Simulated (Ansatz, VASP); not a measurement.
# Two plane-wave programs on Al2O3

```xyz
10
Lattice="2.4044 1.3882 4.3745 -2.4044 1.3882 4.3745 0.0000 -2.7763 4.3745" Properties=species:S:1:pos:R:3 pbc="T T T"
Al    0.0000    0.0000    4.6214
Al    0.0000    0.0000    1.9403
Al    0.0000    0.0000    8.5021
Al    0.0000    0.0000   11.1832
O    -0.9320    1.3882    7.6554
O    -0.7362   -1.5013    7.6554
O     1.6682    0.1131    7.6554
O     0.9320   -1.3882    5.4681
O     0.7362    1.5013    5.4681
O    -1.6682   -0.1131    5.4681
```

Alike in both runs: functional PBE; k mesh 5 × 5 × 5; no spin polarisation.

Ansatz relaxed the structure, and its values are those at the end. VASP's run is a single point on that final structure, the one shown.

|  | VASP | Ansatz |
| --- | --- | --- |
| version | VASP 6.6.1 | Ansatz 0.2.0 |
| potentials or method | VASP PAW PBE potentials, release 64 (Al, O) | scalar-relativistic, plane waves, PAW |
| plane-wave cutoff (eV) | 520 | 420 |
| occupations | gaussian, width 0.01 eV | fixed |
| valence electrons in the cell | 48 | 48 |

```tsv
	VASP	Ansatz	Ansatz less VASP
gap on the k mesh at the Fermi level (eV)	5.85	5.85	+0.004
least direct gap on the mesh (eV)	5.85	5.85	+0.004
pressure (GPa)	-0.1	0.0	+0.16
```
